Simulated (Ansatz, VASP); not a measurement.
## InGa3P4 in VASP and in Ansatz

```xyz
8
Lattice="5.4434 0.0000 0.0000 0.0000 5.4434 0.0000 0.0000 0.0000 5.4434" Properties=species:S:1:pos:R:3 pbc="T T T"
In    2.7217    2.7217    2.7217
Ga    0.0000    0.0000    2.7217
Ga    0.0000    2.7217    0.0000
Ga    2.7217    0.0000    0.0000
P     4.0825    4.0825    4.0825
P     4.0825    1.3608    1.3608
P     1.3608    4.0825    1.3608
P     1.3608    1.3608    4.0825
```

Alike in both runs: task relaxation of cell and atoms; functional PBE; k mesh 4 × 4 × 4; occupations gaussian, width 0.1 eV; no spin polarisation.

|  | VASP | Ansatz |
| --- | --- | --- |
| version | VASP 6.6.1 | Ansatz 0.2.0 |
| potentials or method | VASP PAW PBE potentials, release 64 (In_d, Ga_d, P), cutoff 600 eV | scalar-relativistic, plane waves, PAW |
| valence electrons in the cell | 72 | 72 |

|  | VASP | Ansatz | Ansatz less VASP |
| --- | --- | --- | --- |
| gap on the k mesh at the Fermi level, each at its own relaxed structure (eV) | 1.04 | 1.04 | +0.008 |
| relaxed volume (Å³/atom) | 22.21 | 22.20 | -0.014 |
| relaxed length of the cell vector where the two differ most in proportion (Å) | 5.622 | 5.621 | -0.0012 |
